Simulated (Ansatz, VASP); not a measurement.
AlGa3As4 in VASP and in Ansatz

```xyz
8
Lattice="-2.8702 2.8702 5.7409 2.8702 -2.8702 5.7409 2.8702 2.8702 -5.7409" Properties=species:S:1:pos:R:3 pbc="T T T"
Al    0.0000    0.0000    5.7409
Ga    0.0000    0.0000    0.0000
Ga    2.8702    0.0000    2.8704
Ga    0.0000    2.8702    2.8704
As    1.4319    1.4319    7.1720
As    1.4383    1.4383    1.4312
As    1.4319   -1.4319    4.3097
As   -1.4319    1.4319    4.3097
```

Alike in both runs: task single point; functional PBE; k mesh 4 × 4 × 4; occupations gaussian, width 0.1 eV; no spin polarisation.

|  | VASP | Ansatz |
| --- | --- | --- |
| version | VASP 6.6.1 | Ansatz 0.2.0 |
| potentials or method | VASP PAW PBE potentials, release 64 (Al, Ga_d, As), cutoff 520 eV | scalar-relativistic, plane waves, PAW |
| valence electrons in the cell | 62 | 102 |

```tsv
	VASP	Ansatz	Ansatz less VASP
gap on the k mesh at the Fermi level (eV)	0.57	0.57	-0.003
least direct gap on the mesh (eV)	0.57	0.57	-0.003
pressure (GPa)	0.2	0.0	-0.17
```

VASP's potentials hold 62 valence electrons a cell and Ansatz's 102, so a difference there can come from the potentials and not from the codes.
